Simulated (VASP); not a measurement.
Set up this calculation in VASP 6.6.1, as the native input.

```
Task                   : single point
Functional             : PBE
Potentials or basis    : VASP PAW PBE potentials, release 64 (Ir, Rh_pv)
Cutoff                 : 520 eV
k mesh                 : 18 × 18 × 4
Occupations            : gaussian, width 0.1 eV
Spin                   : no spin polarisation
Dipole correction      : no
Further INCAR settings : ALGO = Fast; EDIFF = 1e-06; NBANDS = 42
```

The structure of Ir2Rh lies in POSCAR:

```
Ir2Rh
1.0
    2.7407272115      0.0000000000      0.0000000000
   -1.3703636058      2.3735393900      0.0000000000
    0.0000000000      0.0000000000     13.2917787000
Ir Rh
4 2
Direct
    0.3333333333      0.6666666667      0.9159160000
    0.3333333333      0.6666666667      0.2509280000
    0.6666666667      0.3333333333      0.0840840000
    0.6666666667      0.3333333333      0.7490720000
    0.3333333333      0.6666666667      0.5833910000
    0.6666666667      0.3333333333      0.4166090000
```

These files were run (other wordings do the same):

INCAR

```
ALGO = Fast
EDIFF = 1E-6
ENCUT = 520
GGA = PE
ISIF = 2
ISMEAR = 0
LASPH = T
LCHARG = F
LREAL = F
LWAVE = F
NBANDS = 42
NELM = 100
PREC = Accurate
SIGMA = 0.1
```

KPOINTS

```
k-points
0
Gamma
  18 18 4
```

Potentials or basis: VASP PAW PBE potentials, release 64 (Ir, Rh_pv).

Run with:

```console
$ cat potpaw_PBE.64/Ir/POTCAR potpaw_PBE.64/Rh_pv/POTCAR > POTCAR
$ mpirun -np 1 vasp_std > vasp.out
```

Results of the run:

The pressure is 0.4 GPa and the largest force is 0.021 eV/Å. The band gap on the k mesh is zero (bands 33 and 34 overlap by 2.56 eV).

Caveat: spin-orbit coupling is left out, which moves the levels of the heavy elements.

It took 5.2 min on 1 thread of Intel(R) Xeon(R) 6975P-C (Granite Rapids) (shared host), peak memory 0.49 GiB.
